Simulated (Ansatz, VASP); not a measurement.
# Two plane-wave programs on MoS2

Contents of INCAR:

```
PREC = Accurate
ENCUT = 520
EDIFF = 1E-7
ISMEAR = -1
SIGMA = 0.15
LREAL = F
LASPH = T
NELM = 60
ALGO = Normal
ISIF = 2
LWAVE = F
LCHARG = F
NBANDS = 20
```

KPOINTS

```
Automatic mesh
0
Gamma
  11 11 11
```

POSCAR

```
MoS2
1.0
    1.5532151645      0.8967487752      6.0457425708
   -1.5532151645      0.8967487752      6.0457425708
    0.0000000000     -1.7934985335      6.0457425708
Mo S
1 2
Direct
    0.0000000000      0.0000000000      0.0000000000
    0.2500000000      0.2500000000      0.2500000000
    0.4170000000      0.4170000000      0.4170000000
```

Input for Ansatz:

```yaml
crystal:
  lattice:
    - [1.5532151645366625, 0.8967487752452421, 6.045742570823085]
    - [-1.5532151645366625, 0.8967487752452421, 6.045742570823085]
    - [0.0, -1.7934985335380567, 6.045742570823085]
  atoms:
    - { symbol: Mo, position: [0.0, 0.0, 0.0] }
    - { symbol: S, position: [0.25, 0.25, 0.25] }
    - { symbol: S, position: [0.417, 0.417, 0.417] }
basis:
  ecutwfc: 450.0
kpoints:
  mp_grid:
    grid: [11, 11, 11]
hamiltonian:
  xc: lda
scf:
  occupations:
    method: fermi_dirac
    width: 0.15
output:
  stress: true
```

Alike in both runs: task single point; functional LDA; k mesh 11 × 11 × 11; occupations fermi-dirac, width 0.15 eV; no spin polarisation.

|  | VASP | Ansatz |
| --- | --- | --- |
| version | VASP 6.6.1 | Ansatz 0.2.0 |
| potentials or method | VASP PAW LDA potentials, release 64 (Mo_sv, S), cutoff 520 eV | plane waves, PAW |
| valence electrons in the cell | 26 | 26 |

VASP gave:

| Item | Value |
| --- | --- |
| pressure (GPa) | 6.4 |
| traceless stress, the component that is largest in VASP (GPa) | 2.24 |

Question: What did Ansatz give for the same quantities?

Answer: Pressure (GPa): 6.3; traceless stress, the component that is largest in VASP (GPa): 2.29.

LDA's correlation is that of Perdew and Zunger in VASP and of Perdew and Wang (1992) in Ansatz.
